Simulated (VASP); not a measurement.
# Ta4O (P4/mmm) in VASP: notebook

Runs on Ta4O. Level: PBEsol. Tasks: single point.

Program: VASP 6.6.1. These are calculated values, not measurements. Logs are shortened: lines on timing, memory, paths and dates and some standing lists are left out, and cuts for length are marked.

## Step 1: The cell of the first run

The structure is tetragonal, space group P4/mmm (No. 123). Conventional cell: a = 3.211 Å, b = 3.211 Å, c = 7.158 Å, α = 90.00°, β = 90.00°, γ = 90.00°. Within 3.3 Å of Ta (site symmetry 4/mmm) lie 4 O at 2.27 Å and 12 Ta at 3.04 to 3.21 Å. Within 2.8 Å of Ta (site symmetry 4mm) lie 1 O at 2.02 Å and 4 Ta at 2.75 Å. Ta (site symmetry 4/mmm) has 14 Ta at 2.75 to 3.58 Å within 3.6 Å. Within 2.7 Å of O (site symmetry 4/mmm) lie 6 Ta at 2.02 to 2.27 Å.

## Step 2: Single point, PBEsol (strain -0.0250 x Voigt [0, 0, 1, 0, 0, 0])

The input, INCAR:

```
SYSTEM = Ta4O
PREC     = Accurate       ! precision mode
ENCUT    = 520            ! plane-wave cutoff, eV
EDIFF    = 1E-6           ! SCF threshold, eV
ISMEAR   = 0              ! smearing method
SIGMA    = 0.15           ! smearing width, eV
LREAL    = .False.        ! projectors in reciprocal space
LASPH    = .True.         ! aspherical terms in the spheres
NELM     = 100            ! most SCF steps
ALGO     = Normal         ! electronic algorithm
ISIF     = 2              ! what is computed and relaxed
LWAVE    = .False.        ! write WAVECAR
LCHARG   = .True.         ! write CHGCAR
GGA      = PS             ! functional
LELF     = .True.         ! ELF
LVHAR    = .True.       
NBANDS   = 33             ! bands
```

The input, KPOINTS:

```
regular mesh
0
Gamma
  14 14 8
  0 0 0
```

The input, POSCAR:

```
Ta4O
1.0
    3.2109380109      0.0000000000      0.0000000000
    0.0000000000      3.2109380109      0.0000000000
    0.0000000000      0.0000000000      7.1584337923
Ta O
4 1
Direct
    0.0000000000      0.0000000000      0.5000000000
    0.5000000000      0.5000000000      0.7827832025
    0.5000000000      0.5000000000      0.2172167975
    0.0000000000      0.0000000000      0.0000000000
    0.5000000000      0.5000000000      0.5000000000
```

Potentials or basis: VASP PAW PBE potentials, release 64 (Ta_pv, O).

The run is started by

```bash
$ cat potpaw_PBE.64/Ta_pv/POTCAR potpaw_PBE.64/O/POTCAR > POTCAR
$ mpirun -np 1 vasp_std > vasp.out
```

OUTCAR:

```text
SYSTEM = Ta4O
   PREC = Accurate
   ENCUT = 520
   EDIFF = 1E-6
   ISMEAR = 0
   LREAL = .False.
   LASPH = .True.
   NELM = 100
   ISIF = 2
   GGA = PS

 ion  position               nearest neighbor table
   1  0.000  0.000  0.500-   5 2.27   5 2.27   5 2.27   5 2.27   3 3.04   3 3.04   2 3.04   3 3.04
                             2 3.04   2 3.04   3 3.04   2 3.04   4 3.58   4 3.58
   2  0.500  0.500  0.783-   5 2.02   4 2.75   4 2.75   4 2.75   4 2.75   1 3.04   1 3.04   1 3.04
                             1 3.04   3 3.11
   3  0.500  0.500  0.217-   5 2.02   4 2.75   4 2.75   4 2.75   4 2.75   1 3.04   1 3.04   1 3.04
                             1 3.04   2 3.11
   4  0.000  0.000  0.000-   2 2.75   3 2.75   2 2.75   3 2.75   2 2.75   3 2.75   2 2.75   3 2.75
                             1 3.58   1 3.58
   5  0.500  0.500  0.500-   2 2.02   3 2.02   1 2.27   1 2.27   1 2.27   1 2.27

  LATTYP: Found a simple tetragonal cell.
 ALAT       =     3.2109380109
 C/A-ratio  =     2.2293902181

  Lattice vectors:

 A1 = (   3.2109380109,   0.0000000000,   0.0000000000)
 A2 = (   0.0000000000,   3.2109380109,   0.0000000000)
 A3 = (   0.0000000000,   0.0000000000,   7.1584337923)

Analysis of symmetry for initial positions (statically):
=====================================================================
 Subroutine PRICEL returns:
 Original cell was already a primitive cell.

 Routine SETGRP: Setting up the symmetry group for a
 simple tetragonal supercell.

 Subroutine GETGRP returns: Found 16 space group operations
 (whereof 16 operations were pure point group operations)
 out of a pool of 16 trial point group operations.

The static configuration has the point symmetry D_4h.

Analysis of symmetry for dynamics (positions and initial velocities):
=====================================================================
 Subroutine PRICEL returns:
 Original cell was already a primitive cell.

 Routine SETGRP: Setting up the symmetry group for a
 simple tetragonal supercell.

 Subroutine GETGRP returns: Found 16 space group operations
 (whereof 16 operations were pure point group operations)
 out of a pool of 16 trial point group operations.

The dynamic configuration has the point symmetry D_4h.

 Subroutine INISYM returns: Found 16 space group operations
 (whereof 16 operations are pure point group operations),
 and found     1 'primitive' translations

----------------------------------------------------------------------------------------

                                     Primitive cell

  volume of cell :      73.8043

  direct lattice vectors                    reciprocal lattice vectors
[... 98 lines left out ...]
   NFREE  =      0    steps in history (QN), initial steepest desc. (CG)
   ISIF   =      2    stress and relaxation
   ISYM   =      2    0-nonsym 1-usesym 2-fastsym
   POTIM  = 0.5000    time-step for ionic-motion
   TEBEG  =    0.0;   TEEND  =   0.0 temperature during run
   PSTRESS=    0.0 pullay stress
   NELECT =      50.0000    total number of electrons
   NUPDOWN=      -1.0000    fix difference up-down
   EMIN   =  10.00;   EMAX   =-10.00  energy-range for DOS
   EFERMI =   0.00;   METHOD = LEGACY
   ISMEAR =     0;   SIGMA  =   0.15  broadening in eV -4-tet -1-fermi 0-gaus
   EFERMI_NEDOS =   21; number of points for ismear=-14 and -15
   IALGO  =     38    algorithm
   IMIX   =      4    mixing-type and parameters
     AMIX     =   0.40;   BMIX     =  1.00
     AMIX_MAG =   1.60;   BMIX_MAG =  1.00
  volume/ion in A,a.u.               =      14.76        99.61
  Fermi-wavevector in a.u.,A,eV,Ry     =   1.437819  2.717084 28.127643  2.067323
  Thomas-Fermi vector in A             =   2.556854
   LORBIT       =      0    0 simple, 1 ext, 2 COOP (PROOUT), +10 PAW based schemes
   GGA     = PS    functional components
   LHFCALC =     F    Hartree Fock is set to
   AEXX    =    0.0000 exact exchange contribution
   IVDW    =     0    specifies the selected vdW correction
   LEPSILON=     F    determine dielectric tensor
   LRPA    =     F    only Hartree local field effects (RPA)
 non-spin polarized calculation
 Gauss-broadening in eV      SIGMA  =   0.15
  energy-cutoff  :      520.00
  volume of cell :       73.80
 maximum number of plane-waves:      2014
 NGX is ok and might be reduce to    24
   NGX = 11   NGY = 11   NGZ = 27

 number of electron      49.9999988 magnetization

 Free energy of the ion-electron system (eV)
  ---------------------------------------------------
  ext. energy  EPLUGINS =         0.00000000
  ---------------------------------------------------
  free energy    TOTEN  =       -58.48529672 eV

  energy without entropy =      -58.45692041  energy(sigma->0) =      -58.47110857

 E-fermi :   6.8181     XC(G=0): -13.0622

 val. band max:        6.8128844312   @ k =   0.2857   0.2857   0.5000
 cond. band min:       6.8186407426   @ k =   0.4286   0.0714   0.2500
 fundamental gap:      0.0057563114
 Fermi energy:         6.8180737872

 k-point     1 :       0.0000    0.0000    0.0000
  band No.  band energies     occupation
      1     -28.6593      2.00000
      2     -28.6593      2.00000
      3     -28.2893      2.00000
      4     -27.7687      2.00000
      5     -27.5566      2.00000
      6     -27.3314      2.00000
[... 853 lines left out ...]
     32      10.2378      0.00000
     33      10.8582      0.00000

 [... further k-points ...]

------------------------ aborting loop because EDIFF is reached ----------------------------------------

  FORCE on cell =-STRESS in cart. coord.  units (eV):
  Direction    XX          YY          ZZ          XY          YZ          ZX
  --------------------------------------------------------------------------------------
  -------------------------------------------------------------------------------------
  Total        2.2932329      2.2932329      6.3958564      0.0000000      0.0000000      0.0000000
  in kB       49.7825223     49.7825223    138.8441014      0.0000000      0.0000000      0.0000000
  external PRESSURE =      79.4697154 kB  Pullay stress =       0.0000000 kB

 VOLUME and BASIS-vectors are now :
 -----------------------------------------------------------------------------
  energy-cutoff  :      520.00
  volume of cell :       73.80
      direct lattice vectors                 reciprocal lattice vectors
     3.210938011  0.000000000  0.000000000     0.311435474  0.000000000  0.000000000
     0.000000000  3.210938011  0.000000000     0.000000000  0.311435474  0.000000000
     0.000000000  0.000000000  7.158433792     0.000000000  0.000000000  0.139695362

 POSITION                                       TOTAL-FORCE (eV/Angst)
 -----------------------------------------------------------------------------------
      0.00000      0.00000      3.57922         0.000000     -0.000000      0.000000
      1.60547      1.60547      5.60350         0.000000      0.000000      0.451169
      1.60547      1.60547      1.55493        -0.000000      0.000000     -0.451169
      0.00000      0.00000      0.00000         0.000000     -0.000000      0.000000
      1.60547      1.60547      3.57922         0.000000     -0.000000      0.000000
 -----------------------------------------------------------------------------------
    total drift:                                0.000000     -0.000000      0.000000

  FREE ENERGIE OF THE ION-ELECTRON SYSTEM (eV)
  ---------------------------------------------------
  free  energy   TOTEN  =       -58.4852967193 eV

  energy  without entropy=      -58.4569204134  energy(sigma->0) =      -58.47110857
```

OSZICAR:

```text
N       E                     dE             d eps       ncg     rms          rms(c)
DAV:   1     0.493649112689E+03    0.49365E+03   -0.27651E+04 11896   0.160E+03
DAV:   2    -0.367415485561E+02   -0.53039E+03   -0.51416E+03 13252   0.472E+02
DAV:   3    -0.624467960776E+02   -0.25705E+02   -0.25038E+02 15064   0.963E+01
DAV:   4    -0.629519555224E+02   -0.50516E+00   -0.50099E+00 14660   0.129E+01
DAV:   5    -0.629640436140E+02   -0.12088E-01   -0.12071E-01 15332   0.156E+00    0.346E+01
DAV:   6    -0.600155530562E+02    0.29485E+01   -0.25693E+01 15363   0.364E+01    0.174E+01
DAV:   7    -0.595773606704E+02    0.43819E+00   -0.16959E+01 16332   0.187E+01    0.115E+01
DAV:   8    -0.585076198940E+02    0.10697E+01   -0.39115E+00 15175   0.130E+01    0.238E+00
DAV:   9    -0.584875013548E+02    0.20119E-01   -0.35770E-01 14923   0.410E+00    0.712E-01
DAV:  10    -0.584860216106E+02    0.14797E-02   -0.24910E-02 14341   0.105E+00    0.408E-01
DAV:  11    -0.584855462223E+02    0.47539E-03   -0.55658E-03 16095   0.553E-01    0.101E-01
DAV:  12    -0.584853179603E+02    0.22826E-03   -0.15768E-03 15309   0.300E-01    0.512E-02
DAV:  13    -0.584853148757E+02    0.30846E-05   -0.17216E-04 15615   0.806E-02    0.318E-02
DAV:  14    -0.584852968190E+02    0.18057E-04   -0.91678E-05 15895   0.648E-02    0.494E-03
DAV:  15    -0.584852967193E+02    0.99654E-07   -0.36023E-06 12631   0.118E-02
   1 F= -.58485297E+02 E0= -.58471109E+02  d E =-.283763E-01
```

Wall time 7.3 min (1 thread of Intel Xeon Platinum 8375C at 2.90GHz (Ice Lake), shared host); peak memory 0.42 GiB.

What came out:

- Free energy: -58.4853 eV
- Pressure: 7.9 GPa
- Largest force: 0.451 eV/Å
- Band gap on the k mesh: zero (bands 25 and 26 overlap by 1.13 eV)

Forces in eV/Å, atoms in the order of the input:
```
Ta   0.000  0.000  0.000
Ta   0.000  0.000  0.451
Ta   0.000  0.000 -0.451
Ta   0.000  0.000  0.000
O    0.000  0.000  0.000
```

Stress tensor (GPa, compression positive):
```
 4.98  0.00  0.00
 0.00  4.98  0.00
 0.00  0.00 13.88
```

Caveat: the cell differs from its parent crystal (strain -0.0250 x Voigt [0, 0, 1, 0, 0, 0]); the stress differs along the axes, from 5 to 14 GPa; the PAW data sets were made with another functional, which shifts forces and pressure a little; spin-orbit coupling is left out, which moves the levels of the heavy elements.

## Step 3: Single point, PBEsol (strain +0.0250 x Voigt [0, 0, 1, 0, 0, 0])

The input, INCAR:

```
SYSTEM = Ta4O
  PREC = Accurate
  ENCUT = 520
  EDIFF = 1E-7
  ISMEAR = 0
  SIGMA = 0.15
  LREAL = .False.
  LASPH = .True.
  NELM = 60
  ALGO = Normal
  ISIF = 2
  LWAVE = .False.
  LCHARG = .False.
  GGA = PS
  NBANDS = 33
```

KPOINTS is that of step 2.

POSCAR: that of step 2 with these lines changed.

```diff
@@ -4,3 +4,3 @@
     0.0000000000      3.2109380109      0.0000000000
-    0.0000000000      0.0000000000      7.1584337923
+    0.0000000000      0.0000000000      7.5255329611
 Ta O
```

Potentials or basis: VASP PAW PBE potentials, release 64 (Ta_pv, O).

The run is started by

```bash
$ cat potpaw_PBE.64/Ta_pv/POTCAR potpaw_PBE.64/O/POTCAR > POTCAR
$ mpirun -np 1 vasp_std > vasp.out
```

OUTCAR:

```text
SYSTEM = Ta4O
   PREC = Accurate
   ENCUT = 520
   EDIFF = 1E-7
   ISMEAR = 0
   LREAL = .False.
   LASPH = .True.
   NELM = 60
   ISIF = 2
   GGA = PS

 ion  position               nearest neighbor table
   1  0.000  0.000  0.500-   5 2.27   5 2.27   5 2.27   5 2.27   3 3.11   3 3.11   2 3.11   3 3.11
                             2 3.11   2 3.11   3 3.11   2 3.11
   2  0.500  0.500  0.783-   5 2.13   4 2.80   4 2.80   4 2.80   4 2.80   1 3.11   1 3.11   1 3.11
                             1 3.11   3 3.27
   3  0.500  0.500  0.217-   5 2.13   4 2.80   4 2.80   4 2.80   4 2.80   1 3.11   1 3.11   1 3.11
                             1 3.11   2 3.27
   4  0.000  0.000  0.000-   2 2.80   3 2.80   2 2.80   3 2.80   2 2.80   3 2.80   2 2.80   3 2.80
[... 1073 lines left out ...]
  Total       -1.8514431     -1.8514431     -4.4975985      0.0000000      0.0000000      0.0000000
  in kB      -38.2313688    -38.2313688    -92.8731472      0.0000000      0.0000000      0.0000000
  external PRESSURE =     -56.4452949 kB  Pullay stress =       0.0000000 kB

 VOLUME and BASIS-vectors are now :
 -----------------------------------------------------------------------------
  energy-cutoff  :      520.00
  volume of cell :       77.59
      direct lattice vectors                 reciprocal lattice vectors
     3.210938011  0.000000000  0.000000000     0.311435474  0.000000000  0.000000000
     0.000000000  3.210938011  0.000000000     0.000000000  0.311435474  0.000000000
     0.000000000  0.000000000  7.525532961     0.000000000  0.000000000  0.132880954

 POSITION                                       TOTAL-FORCE (eV/Angst)
 -----------------------------------------------------------------------------------
      0.00000      0.00000      3.76277         0.000000      0.000000      0.000000
      1.60547      1.60547      5.89086         0.000000     -0.000000     -0.224553
      1.60547      1.60547      1.63467         0.000000      0.000000      0.224553
      0.00000      0.00000      0.00000         0.000000      0.000000      0.000000
      1.60547      1.60547      3.76277         0.000000      0.000000      0.000000
 -----------------------------------------------------------------------------------
    total drift:                                0.000000     -0.000000      0.000000

  FREE ENERGIE OF THE ION-ELECTRON SYSTEM (eV)
  ---------------------------------------------------
  free  energy   TOTEN  =       -58.5160477081 eV

  energy  without entropy=      -58.4856236895  energy(sigma->0) =      -58.50083570
```

Run time: 7.8 min. Hardware: 1 thread of Intel Xeon Platinum 8375C at 2.90GHz (Ice Lake), shared host; peak memory 0.45 GiB.

Results:

- Free energy: -58.5160 eV
- Pressure: -5.6 GPa
- Largest force: 0.225 eV/Å
- Band gap on the k mesh: zero (bands 25 and 26 overlap by 1.04 eV)

Forces on the atoms (eV/Å):
```
Ta   0.000  0.000  0.000
Ta   0.000  0.000 -0.225
Ta   0.000  0.000  0.225
Ta   0.000  0.000  0.000
O    0.000  0.000  0.000
```

Caveat: the cell differs from its parent crystal (strain +0.0250 x Voigt [0, 0, 1, 0, 0, 0]); the stress differs along the axes, from -9 to -4 GPa; the PAW data sets were made with another functional, which shifts forces and pressure a little; spin-orbit coupling is left out, which moves the levels of the heavy elements.

(Part 1 of 2 ends here.)
